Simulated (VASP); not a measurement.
Runs of VASP 6.6.1 on Pb. The structure is that of space group Fm-3m (No. 225), or close to it. The cells are those of the table. 

| task | cell | k mesh | cutoff (eV) | smearing | gap on the mesh (eV) | pressure (GPa) |
| --- | --- | --- | --- | --- | --- | --- |
| single point | a = 3.560 Å, angles 60.0°, 1 atom | 11 × 11 × 11 | 520 | gaussian 0.03 eV | none | -0.2 |
| single point | a = 3.560 Å, angles 60.0°, 1 atom | 4 × 4 × 4 | 520 | fermi-dirac 0.1 eV | none | -0.2 |
| single point | a = 3.463 Å, angles 60.0°, 1 atom | 18 × 18 × 18 | 520 | fermi-dirac 0.1 eV | none | (a) |
| single point | a = 3.512 Å, angles 60.0°, 1 atom | 18 × 18 × 18 | 520 | fermi-dirac 0.1 eV | none | 1.9 |
| single point | a = 3.560 Å, angles 60.0°, 1 atom | 11 × 11 × 11 | 520 | fermi-dirac 0.6 eV | none | 1.4 |
| single point | a = 3.560 Å, angles 60.0°, 1 atom | 11 × 11 × 11 | 520 | gaussian 0.1 eV | none | -0.2 |
| single point | a = 3.560 Å, angles 60.0°, 1 atom | 11 × 11 × 11 | 520 | fermi-dirac 0.1 eV | none | -0.1 |
| relaxation of cell and atoms | relaxed from a = 3.501 Å, angles 60.0°, 1 atom | 11 × 11 × 11 | 600 | fermi-dirac 0.1 eV | none | 0.0 |

Alike in all rows: level PBE; potentials or basis VASP PAW PBE potentials, release 64 (Pb_d); no spin polarisation.

Fill in the values left out.

(a) 4.1.

Caveats: some runs use coarse meshes; spin-orbit coupling is left out, which moves the levels of the heavy elements.

A k mesh can miss the band edges, and the runs leave out spin-orbit coupling on Pb.

A gap of «none» marks levels without a gap at the run's occupations.
